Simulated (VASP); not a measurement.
Input of a VASP 6.6.1 run:

The input INCAR:

```
SYSTEM = TiO2
PREC     = Accurate       ! precision mode
ENCUT    = 520            ! plane-wave cutoff, eV
EDIFF    = 1E-6           ! SCF threshold, eV
ISMEAR   = 0              ! smearing method
SIGMA    = 0.02           ! smearing width, eV
LREAL    = .False.        ! projectors in reciprocal space
LASPH    = .True.         ! aspherical terms in the spheres
NELM     = 100            ! most SCF steps
ALGO     = Normal         ! electronic algorithm
ISIF     = 2              ! what is computed and relaxed
LWAVE    = .False.        ! write WAVECAR
LCHARG   = .False.        ! write CHGCAR
NBANDS   = 33             ! bands
```

The input KPOINTS:

```
Automatic mesh
0
Gamma
  8 8 6
  0 0 0
```

File POSCAR:

```
TiO2
1.0
    2.6439386012     -2.6440001482     -0.0195962017
    2.6439386012      2.6440001482     -0.0195962017
   -2.6078382244      0.0000000000      4.7475278688
Ti O
2 4
Direct
    0.1250732464      0.8749267536      0.2500000000
    0.8749267536      0.1250732464      0.7500000000
    0.3329288856      0.0831105017      0.6659465375
    0.6670711144      0.9168894983      0.3340534625
    0.9168894983      0.6670711144      0.8340534625
    0.0831105017      0.3329288856      0.1659465375
```

Potentials or basis: VASP PAW LDA potentials, release 64 (Ti_sv, O).

Launch:

```bash
$ cat potpaw_LDA.64/Ti_sv/POTCAR potpaw_LDA.64/O/POTCAR > POTCAR
$ mpirun -np 1 vasp_std > vasp.out
```

Task: Estimate the pressure.

Result: 1.3 GPa.

Task: What does it give for the largest force?

Result: 0.034 eV/Å.

Task: What does it give for the band gap on the k mesh?

Result: 2.11 eV, indirect (least direct gap 2.42 eV).

Forces in eV/Å, atoms in the order of the input:
```
Ti   0.000  0.000  0.000
Ti   0.000  0.000  0.000
O    0.000  0.000  0.034
O    0.000  0.000 -0.034
O    0.000  0.000 -0.034
O    0.000  0.000  0.034
```

A k mesh can miss the band edges. As with any semilocal functional, this LDA gap is likely too small.
